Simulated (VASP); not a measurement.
MgO, 2 atoms in the cell. The structure is tetragonal, space group I4/mmm (No. 139). Conventional cell: a = 2.831 Å, b = 2.831 Å, c = 4.109 Å, α = 90.00°, β = 90.00°, γ = 90.00°. Mg (site symmetry 4/mmm) has 6 O at 2.00 to 2.05 Å within 2.7 Å. Within 2.7 Å of O (site symmetry 4/mmm) lie 6 Mg at 2.00 to 2.05 Å.  This cell differs from its parent crystal: strain -0.050 along x and y, -0.025 along z.

| Property | Result |
| --- | --- |
| Program | VASP 6.6.1 |
| Task | single point |
| Functional | PBEsol |
| Potentials or basis | VASP PAW PBE potentials, release 64 (Mg, O) |
| Cutoff | 520 eV |
| k mesh | 10 × 10 × 10 |
| Occupations | gaussian, width 0.05 eV |
| Spin | no spin polarisation |
| Dipole correction | no |
| Further INCAR settings | ALGO = Normal; EDIFF = 1e-06; NBANDS = 11 |

Potentials or basis: VASP PAW PBE potentials, release 64 (Mg, O).

Command:

```console
$ cat potpaw_PBE.64/Mg/POTCAR potpaw_PBE.64/O/POTCAR > POTCAR
$ mpirun -np 1 vasp_std > vasp.out
```

Hardware: 1 thread of Intel(R) Xeon(R) Platinum 8259CL CPU @ 2.50GHz (Skylake/Cascade Lake), with other jobs on the host.

Task: Estimate the wall time of this run.

Result: Run time: 16 s on 1 thread of Intel(R) Xeon(R) Platinum 8259CL CPU @ 2.50GHz (Skylake/Cascade Lake), on a shared host, peak memory 0.15 GiB. Counts: scf iterations 12, k points 102.
